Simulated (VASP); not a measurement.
# Na (I4/mmm) in VASP: a series of runs, part 2 of 2

VASP 6.6.1.

## 4. Single point, PBEsol (strain +0.050 along x and y, +0.000 along z)

Input file INCAR:

```
SYSTEM = Na
PREC = Accurate
ENCUT = 520
EDIFF = 1E-7
ISMEAR = 0
SIGMA = 0.15
LREAL = .False.
LASPH = .True.
NELM = 80
ALGO = Normal
ISIF = 2
LWAVE = .False.
LCHARG = .False.
GGA = PS
NBANDS = 10
```

Input file KPOINTS:

```
regular mesh
0
Gamma
  16 16 16
  0 0 0
```

Input file POSCAR:

```
Na
1.0
   -2.2233750000      2.2233750000      2.1175000000
    2.2233750000     -2.2233750000      2.1175000000
    2.2233750000      2.2233750000     -2.1175000000
Na
1
Direct
    0.0000000000      0.0000000000      0.0000000000
```

Potentials or basis: VASP PAW PBE potentials, release 64 (Na_pv).

Run with:

```console
$ cat potpaw_PBE.64/Na_pv/POTCAR > POTCAR
$ mpirun -np 1 vasp_std > vasp.out
```

OUTCAR:

```text
SYSTEM = Na
   PREC = Accurate
   ENCUT = 520
   EDIFF = 1E-7
   ISMEAR = 0
   LREAL = .False.
   LASPH = .True.
   NELM = 80
   ISIF = 2
   GGA = PS

 ion  position               nearest neighbor table
   1  0.000  0.000  0.000-

  LATTYP: Found a body centered tetragonal cell.
 ALAT       =     4.4467500000
 C/A-ratio  =     0.9523809524

  Lattice vectors:

 A1 = (  -2.2233750000,   2.2233750000,   2.1175000000)
 A2 = (   2.2233750000,  -2.2233750000,   2.1175000000)
 A3 = (   2.2233750000,   2.2233750000,  -2.1175000000)

Analysis of symmetry for initial positions (statically):
=====================================================================
 Subroutine PRICEL returns:
 Original cell was already a primitive cell.

 Routine SETGRP: Setting up the symmetry group for a
 body centered tetragonal supercell.

 Subroutine GETGRP returns: Found 16 space group operations
 (whereof 16 operations were pure point group operations)
 out of a pool of 16 trial point group operations.

The static configuration has the point symmetry D_4h.

Analysis of symmetry for dynamics (positions and initial velocities):
=====================================================================
 Subroutine PRICEL returns:
 Original cell was already a primitive cell.

 Routine SETGRP: Setting up the symmetry group for a
 body centered tetragonal supercell.

 Subroutine GETGRP returns: Found 16 space group operations
 (whereof 16 operations were pure point group operations)
 out of a pool of 16 trial point group operations.

The dynamic configuration has the point symmetry D_4h.

 Subroutine INISYM returns: Found 16 space group operations
 (whereof 16 operations are pure point group operations),
 and found     1 'primitive' translations

----------------------------------------------------------------------------------------

                                     Primitive cell

  volume of cell :      41.8706

  direct lattice vectors                    reciprocal lattice vectors
    -2.223375000  2.223375000  2.117500000     0.000000000  0.224883342  0.236127509
     2.223375000 -2.223375000  2.117500000     0.224883342  0.000000000  0.236127509
     2.223375000  2.223375000 -2.117500000     0.224883342  0.224883342  0.000000000

  length of vectors
     3.790857295  3.790857295  3.790857295     0.326080846  0.326080846  0.318033072

  position of ions in fractional coordinates (direct lattice)
     0.000000000  0.000000000  0.000000000

  ion indices of the primitive-cell ions
   primitive index   ion index
                 1           1

----------------------------------------------------------------------------------------

 KPOINTS: regular mesh

Automatic generation of k-mesh.
 Grid dimensions read from file:
 generate k-points for:   16   16   16

 Generating k-lattice:

  Cartesian coordinates                     Fractional coordinates (reciprocal lattice)
     0.000000000  0.014055209  0.014757969     0.062500000  0.000000000  0.000000000
     0.014055209  0.000000000  0.014757969     0.000000000  0.062500000  0.000000000
     0.014055209  0.014055209  0.000000000     0.000000000  0.000000000  0.062500000

  Length of vectors
     0.020380053  0.020380053  0.019877067

  Shift w.r.t. Gamma in fractional coordinates (k-lattice)
     0.000000000  0.000000000  0.000000000

 Subroutine IBZKPT returns following result:
 ===========================================

 Found    349 irreducible k-points:

 Following reciprocal coordinates:
            Coordinates               Weight
  0.000000  0.000000  0.000000      1.000000
  0.062500  0.000000 -0.000000      8.000000
  0.125000  0.000000 -0.000000      8.000000
  0.187500  0.000000  0.000000      8.000000
  0.250000  0.000000 -0.000000      8.000000
  0.312500  0.000000 -0.000000      8.000000
[... 16 lines left out ...]
 -0.125000  0.062500  0.000000     16.000000
 -0.062500  0.062500  0.000000      4.000000
 [... further k-points ...]
   k-points           NKPTS =    349   k-points in BZ     NKDIM =    349   number of bands    NBANDS=     10
   number of dos      NEDOS =    301   number of ions     NIONS =      1
   total plane-waves  NPLWV =  21952
   dimension x,y,z NGX =    28 NGY =   28 NGZ =   28
   dimension x,y,z NGXF=    56 NGYF=   56 NGZF=   56
   ions per type =               1
   NGX,Y,Z   is equivalent  to a cutoff of  12.28, 12.28, 12.28 a.u.
   NGXF,Y,Z  is equivalent  to a cutoff of  24.56, 24.56, 24.56 a.u.
 SYSTEM =  Na
   PREC   = accura    normal or accurate (medium, high low for compatibility)
   ISTART =      0    job   : 0-new  1-cont  2-samecut
   ICHARG =      2    charge: 1-file 2-atom 10-const
   ISPIN  =      1    spin polarized calculation?
   LNONCOLLINEAR =      F non collinear calculations
   LSORBIT =      F    spin-orbit coupling
   LASPH  =      T    aspherical Exc in radial PAW
   ENCUT  =  520.0 eV  38.22 Ry    6.18 a.u.   7.05  7.05  7.05*2*pi/ulx,y,z
   NELM   =     80;   NELMIN=  2; NELMDL= -5     # of ELM steps
   EDIFF  = 0.1E-06   stopping-criterion for ELM
   LREAL  =      F    real-space projection
   EDIFFG = 0.1E-05   stopping-criterion for IOM
   NSW    =      0    number of steps for IOM
   IBRION =     -1    ionic relax: 0-MD 1-quasi-New 2-CG
   NFREE  =      0    steps in history (QN), initial steepest desc. (CG)
   ISIF   =      2    stress and relaxation
   ISYM   =      2    0-nonsym 1-usesym 2-fastsym
   POTIM  = 0.5000    time-step for ionic-motion
   TEBEG  =    0.0;   TEEND  =   0.0 temperature during run
   PSTRESS=    0.0 pullay stress
   NELECT =       7.0000    total number of electrons
   NUPDOWN=      -1.0000    fix difference up-down
   EMIN   =  10.00;   EMAX   =-10.00  energy-range for DOS
   EFERMI =   0.00;   METHOD = LEGACY
   ISMEAR =     0;   SIGMA  =   0.15  broadening in eV -4-tet -1-fermi 0-gaus
   EFERMI_NEDOS =   21; number of points for ismear=-14 and -15
   IALGO  =     38    algorithm
   IMIX   =      4    mixing-type and parameters
     AMIX     =   0.40;   BMIX     =  1.00
     AMIX_MAG =   1.60;   BMIX_MAG =  1.00
  volume/ion in A,a.u.               =      41.87       282.56
  Fermi-wavevector in a.u.,A,eV,Ry     =   0.901857  1.704263 11.066256  0.813347
  Thomas-Fermi vector in A             =   2.024990
   LORBIT       =      0    0 simple, 1 ext, 2 COOP (PROOUT), +10 PAW based schemes
   GGA     = PS    functional components
   LHFCALC =     F    Hartree Fock is set to
   AEXX    =    0.0000 exact exchange contribution
   IVDW    =     0    specifies the selected vdW correction
   LEPSILON=     F    determine dielectric tensor
   LRPA    =     F    only Hartree local field effects (RPA)
 non-spin polarized calculation
 Gauss-broadening in eV      SIGMA  =   0.15
  energy-cutoff  :      520.00
  volume of cell :       41.87
 maximum number of plane-waves:      1148
   NGX = 15   NGY = 15   NGZ = 15

 number of electron       6.9999994 magnetization

 Free energy of the ion-electron system (eV)
  ---------------------------------------------------
  ext. energy  EPLUGINS =         0.00000000
  ---------------------------------------------------
  free energy    TOTEN  =        -1.38536043 eV

  energy without entropy =       -1.37991341  energy(sigma->0) =       -1.38263692

 E-fermi :  -0.0184     XC(G=0):  -6.1894

 val. band max:       -0.0468734161   @ k =   0.5000   0.1875   0.0000
 cond. band min:       0.0006551214   @ k =  -0.3125   0.3750   0.2500
 fundamental gap:      0.0475285375
 Fermi energy:        -0.0184407920

 k-point     1 :       0.0000    0.0000    0.0000
  band No.  band energies     occupation
      1     -24.9087      2.00000
      2     -24.9085      2.00000
      3     -24.9085      2.00000
      4      -3.0457      2.00000
      5      10.4991      0.00000
      6      11.1982      0.00000
      7      11.1983      0.00000
      8      11.5477      0.00000
      9      11.9030      0.00000
     10      11.9030      0.00000
[... 287 lines left out ...]
 k-point    24 :      -0.0625    0.0625    0.0000
  band No.  band energies     occupation
      1     -24.9094      2.00000
      2     -24.9089      2.00000
      3     -24.9085      2.00000
      4      -2.9845      2.00000
      5       9.6132      0.00000
      6      10.7966      0.00000
      7      10.9065      0.00000
      8      11.1208      0.00000
      9      11.5941      0.00000
     10      11.9723      0.00000

 [... further k-points ...]

------------------------ aborting loop because EDIFF is reached ----------------------------------------

  FORCE on cell =-STRESS in cart. coord.  units (eV):
  Direction    XX          YY          ZZ          XY          YZ          ZX
  --------------------------------------------------------------------------------------
  -------------------------------------------------------------------------------------
  Total       -0.2340309     -0.2340309     -0.2129933      0.0000000      0.0000000      0.0000000
  in kB       -8.9551922     -8.9551922     -8.1501898      0.0000000      0.0000000      0.0000000
  external PRESSURE =      -8.6868581 kB  Pullay stress =       0.0000000 kB

 VOLUME and BASIS-vectors are now :
 -----------------------------------------------------------------------------
  energy-cutoff  :      520.00
  volume of cell :       41.87
      direct lattice vectors                 reciprocal lattice vectors
    -2.223375000  2.223375000  2.117500000     0.000000000  0.224883342  0.236127509
     2.223375000 -2.223375000  2.117500000     0.224883342  0.000000000  0.236127509
     2.223375000  2.223375000 -2.117500000     0.224883342  0.224883342  0.000000000

 POSITION                                       TOTAL-FORCE (eV/Angst)
 -----------------------------------------------------------------------------------
      0.00000      0.00000      0.00000        -0.000000     -0.000000      0.000000
 -----------------------------------------------------------------------------------
    total drift:                                0.000000     -0.000000      0.000000

  FREE ENERGIE OF THE ION-ELECTRON SYSTEM (eV)
  ---------------------------------------------------
  free  energy   TOTEN  =        -1.3853604273 eV

  energy  without entropy=       -1.3799134123  energy(sigma->0) =       -1.38263692
```

OSZICAR:

```text
N       E                     dE             d eps       ncg     rms          rms(c)
DAV:   1     0.267343251325E+02    0.26734E+02   -0.37376E+03  6992   0.564E+02
DAV:   2    -0.796356025848E+00   -0.27531E+02   -0.27403E+02  7188   0.142E+02
DAV:   3    -0.138161748681E+01   -0.58526E+00   -0.58490E+00  8430   0.233E+01
DAV:   4    -0.138690972633E+01   -0.52922E-02   -0.52918E-02  8186   0.218E+00
DAV:   5    -0.138699359416E+01   -0.83868E-04   -0.83867E-04  8046   0.269E-01    0.228E-01
DAV:   6    -0.138566505391E+01    0.13285E-02   -0.27071E-03  8178   0.751E-01    0.142E-01
DAV:   7    -0.138541672429E+01    0.24833E-03   -0.25764E-03  7852   0.652E-01    0.462E-02
DAV:   8    -0.138535976717E+01    0.56957E-04   -0.21464E-04  7982   0.252E-01    0.239E-03
DAV:   9    -0.138536015902E+01   -0.39184E-06   -0.79308E-07  8100   0.955E-03    0.129E-03
DAV:  10    -0.138536043697E+01   -0.27795E-06   -0.46090E-08  7722   0.191E-03    0.142E-04
DAV:  11    -0.138536042735E+01    0.96205E-08   -0.15255E-09  4062   0.638E-04
   1 F= -.13853604E+01 E0= -.13826369E+01  d E =-.544702E-02
```

stdout:

```text
POSCAR found type information on POSCAR Na
 POSCAR found :  1 types and       1 ions
 scaLAPACK will be used
 -----------------------------------------------------------------------------
|                                                                             |
|                                                                             |
|     You enforced a specific xc type in the INCAR file but a different       |
|     I HOPE YOU KNOW WHAT YOU ARE DOING!                                     |
|                                                                             |
 -----------------------------------------------------------------------------

 LDA part: xc-table for (Slater+PW92), standard interpolation
 POSCAR, INCAR and KPOINTS ok, starting setup
 FFT: planning ... GRIDC
 FFT: planning ... GRID_SOFT
 FFT: planning ... GRID
 WAVECAR not read
 entering main loop
```

Run time: 98 s. Hardware: 1 thread of Oxide Virtual Turin-like, shared host; peak memory 0.21 GiB.

What came out:

```
Free energy : -1.3854 eV
Pressure    : -0.9 GPa
```

Stress tensor (GPa, compression positive):
```
-0.90  0.00  0.00
 0.00 -0.90  0.00
 0.00  0.00 -0.82
```

Levels at points of the mesh, in eV from the Fermi level:
```
           k point  band 1  band 2  band 3  band 4  band 5  band 6  band 7
(0.00, 0.00, 0.00)  -24.89  -24.89  -24.89   -3.03   10.52   11.22   11.22
(0.50, 0.00, 0.00)  -24.91  -24.90  -24.89    0.78    1.18    7.53    8.18
(0.50, 0.50, 0.00)  -24.91  -24.90  -24.89    0.62    0.96    8.11    8.76
(0.50, 0.50, 0.50)  -24.91  -24.91  -24.91    4.13    4.24    4.24    4.46
```

Caveat: the cell differs from its parent crystal (strain +0.050 along x and y, +0.000 along z); the PAW data sets were made with another functional, which shifts forces and pressure a little.

## 5. Summary

```tsv
cell	gap on the mesh (eV)	pressure (GPa)
a = 3.730 Å, angles 110.8, 110.8, 106.8°, 1 atom	none	-0.5
a = 3.762 Å, angles 107.5, 107.5, 113.4°, 1 atom	none	-0.7
a = 3.791 Å, angles 108.2, 108.2, 112.1°, 1 atom	none	-0.9
```

Alike in all rows: task single point; level PBEsol; potentials or basis VASP PAW PBE potentials, release 64 (Na_pv); no spin polarisation; k mesh 16 × 16 × 16; cutoff (eV) 520; smearing gaussian 0.15 eV.

Caveats: the PAW data sets were made with another functional, which shifts forces and pressure a little.

Total energies depend on the potentials used, so only differences within one code and one set of settings carry meaning.
